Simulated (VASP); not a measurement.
**LiW: single point with PBE**

The system is LiW.

```xyz
2
Lattice="2.9856 0.0000 0.0000 0.0000 2.9856 0.0000 0.0000 0.0000 2.9856" Properties=species:S:1:pos:R:3 pbc="T T T"
W     0.0000    0.0000    0.0000
Li    1.4928    1.4928    1.4928
```

| Item | Value |
| --- | --- |
| Program | VASP 6.6.1 |
| Task | single point |
| Functional | PBE |
| Potentials or basis | VASP PAW PBE potentials, release 64 (W_sv, Li_sv) |
| Cutoff | 520 eV |
| k mesh | 12 × 12 × 12 |
| Occupations | fermi-dirac, width 0.1 eV |
| Spin | no spin polarisation |

```
Band gap on the k mesh : zero (an odd number of electrons rules out a gap without spin polarisation)
```

Levels at points of the mesh, in eV from the Fermi level:
| k point | band 5 | band 6 | band 7 | band 8 | band 9 | band 10 | band 11 | band 12 |
| --- | --- | --- | --- | --- | --- | --- | --- | --- |
| (0.00, 0.00, 0.00) | -37.90 | -7.04 | -2.86 | -2.86 | 2.75 | 2.75 | 2.75 | 8.04 |
| (0.50, 0.00, 0.00) | -37.87 | -5.32 | -2.11 | -0.57 | 0.11 | 0.11 | 3.02 | 5.13 |
| (0.50, 0.50, 0.00) | -37.83 | -3.34 | -2.47 | 0.75 | 0.75 | 0.86 | 0.86 | 4.55 |
| (0.50, 0.50, 0.50) | -38.20 | -3.44 | -3.44 | -3.44 | 4.71 | 4.71 | 6.57 | 6.57 |

Run time: 46 s on 1 thread of AMD EPYC 7R13, on a shared host, peak memory 0.13 GiB.

Caveat: spin-orbit coupling is left out, which moves the levels of the heavy elements.
